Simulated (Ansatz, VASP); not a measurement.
## Sn: VASP beside Ansatz

The input INCAR:

```
SYSTEM = Sn
PREC = Accurate ; ENCUT = 520
EDIFF = 1E-7 ; ISMEAR = -1
SIGMA = 0.05 ; LREAL = .FALSE.
LASPH = .TRUE. ; NELM = 100
ALGO = Normal ; ISIF = 2
LWAVE = .FALSE. ; LCHARG = .FALSE.
GGA = PE ; NBANDS = 21
```

KPOINTS

```
regular mesh
0
G
  15 15 15
  0 0 0
```

Contents of POSCAR:

```
Sn
1.0
   -2.8283745000      2.8283745000      1.5906500000
    2.8283745000     -2.8283745000      1.5906500000
    2.8283745000      2.8283745000     -1.5906500000
Sn
2
Direct
    0.0000000000      0.0000000000      0.0000000000
    0.7500000000      0.2500000000      0.5000000000
```

Input for Ansatz:

```yaml
crystal:
  lattice:
    - [-2.8283745, 2.8283745, 1.59065]
    - [2.8283745, -2.8283745, 1.59065]
    - [2.8283745, 2.8283745, -1.59065]
  atoms:
    - { symbol: Sn, position: [0.0, 0.0, 0.0] }
    - { symbol: Sn, position: [0.75, 0.25, 0.5] }
kpoints:
  mp_grid: { grid: [15, 15, 15] }
  band_path:
    path:
      - [0.0, 0.0, 0.0]
      - [0.0, 0.0, 0.5]
      - [-0.5, 0.5, 0.5]
      - [0.0, 0.0, 0.0]
      - [0.3290706742, 0.3290706742, -0.3290706742]
      - [-0.3290706742, 0.6709293258, 0.3290706742]
      - [-0.5, 0.5, 0.5]
      - [0.0, 0.0, 0.5]
      - [0.25, 0.25, 0.25]
    npoints: 5
scf:
  occupations: { method: fermi_dirac, width: 0.05 }
hamiltonian:
  xc: pbe
  pseudopotentials: { kind: all_electron, lapw: { basis_error: 0.0005 } }
output:
  forces: true
  stress: true
  eigenvalues: true
```

Change from the starting cell: equal xx and yy strain of -3 %.

Alike in both runs: task single point; functional PBE; k mesh 15 × 15 × 15; occupations fermi-dirac, width 0.05 eV; no spin polarisation.

|  | VASP | Ansatz |
| --- | --- | --- |
| version | VASP 6.6.1 | Ansatz 0.2.0 |
| potentials or method | VASP PAW PBE potentials, release 64 (Sn_d), cutoff 520 eV | all-electron LAPW, scalar-relativistic |

```csv
,VASP,Ansatz,Ansatz less VASP
pressure (GPa),6.9,7.0,+0.08
"traceless stress, the component that is largest in VASP (GPa)",-2.22,-2.22,0.000
```

Ansatz ran all-electron here, and VASP with PAW potentials.
